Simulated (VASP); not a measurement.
A run of VASP 6.6.1 is set up as follows.

INCAR

```
SYSTEM = ZnS
PREC = Accurate
ENCUT = 520
EDIFF = 1E-7
ISMEAR = 0
SIGMA = 0.05
LREAL = .FALSE.
LASPH = .TRUE.
NELM = 80
ALGO = Normal
ISIF = 2
LWAVE = .FALSE.
LCHARG = .FALSE.
GGA = PE
NBANDS = 46
```

The input KPOINTS:

```
regular mesh
0
G
  8 8 2
  0 0 0
```

File POSCAR:

```
ZnS
1.0
   -3.8467234434      0.0000000000      0.0000000000
   -1.9233617217     -3.3313602233      0.0000000000
    0.0000000000      0.0000000000     15.5902250239
Zn S
4 4
Direct
    0.0000000000      0.0000000000      0.5299692292
    0.0000000000      0.0000000000      0.1261833633
    0.3333333333      0.3333333333      0.7318413001
    0.6666666667      0.6666666667      0.3280554341
    0.0000000000      0.0000000000      0.6811784361
    0.0000000000      1.0000000000      0.2773925702
    0.3333333333      0.3333333333      0.0757788500
    0.6666666667      0.6666666667      0.4795647160
```

Potentials or basis: VASP PAW PBE potentials, release 64 (Zn, S).

Launch:

```bash
$ cat potpaw_PBE.64/Zn/POTCAR potpaw_PBE.64/S/POTCAR > POTCAR
$ mpirun -np 1 vasp_std > vasp.out
```

Task: What does it give for the largest force?

Result: 1.156 eV/Å.

Task: Estimate the pressure.

Result: -0.3 GPa.

Forces in eV/Å, atoms in the order of the input:
```
Zn   0.000  0.000 -0.718
Zn   0.000  0.000 -0.584
Zn   0.000  0.000 -0.584
Zn   0.000  0.000 -0.695
S    0.000  0.000  1.156
S    0.000  0.000  0.743
S    0.000  0.000  0.008
S    0.000  0.000  0.674
```

Caveat: the cell differs from its parent crystal (the distance across one plane changed); forces of over 1 eV/Å act on the atoms, so gaps and moduli don't describe the material at rest.
